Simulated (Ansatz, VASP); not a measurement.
# Na3Sb2 in VASP and in Ansatz

```
Sb Na
1.0
     4.35830    4.46326    0.00000
     4.35830   -4.46326    0.00000
     2.30207    0.00000   -8.46718
Sb Na
4 6
Direct
  0.87770 0.31344 0.83960
  0.68656 0.12230 0.66040
  0.12230 0.68656 0.16040
  0.31344 0.87770 0.33960
  0.75921 0.66429 0.51484
  0.33571 0.24079 0.98516
  0.24079 0.33571 0.48516
  0.66429 0.75921 0.01484
  0.16063 0.83937 0.75000
  0.83937 0.16063 0.25000
```

Alike in both runs: task single point; functional revPBE; k mesh 3 × 3 × 2; no spin polarisation.

|  | VASP | Ansatz |
| --- | --- | --- |
| version | VASP 6.6.1 | Ansatz 0.2.0 |
| potentials or method | VASP PAW PBE potentials, release 64 (Sb, Na_pv), cutoff 520 eV | PAW plane waves |
| occupations | fermi-dirac, width 0.1 eV | fermi-dirac |
| valence electrons in the cell | 62 | 114 |

```tsv
	VASP	Ansatz	Ansatz less VASP
gap on the k mesh at the Fermi level (eV)	none	none	-
pressure (GPa)	1.0	0.9	-0.10
traceless stress, the component that is largest in VASP (GPa)	-3.03	-2.92	+0.111
rms of the force components (eV/Å)	1.073	1.037	-0.0361
```

VASP's potentials were made for PBE, not for revPBE. Atom by atom the forces differ by 0.036 eV/Å (rms over components). A gap of «none» marks a metal or a gap that the smearing closes. VASP's potentials hold 62 valence electrons a cell and Ansatz's 114, so a difference there can come from the potentials and not from the codes.

The k mesh is coarse, so the values compare programs but aren't converged. Neither program's run includes spin-orbit coupling.
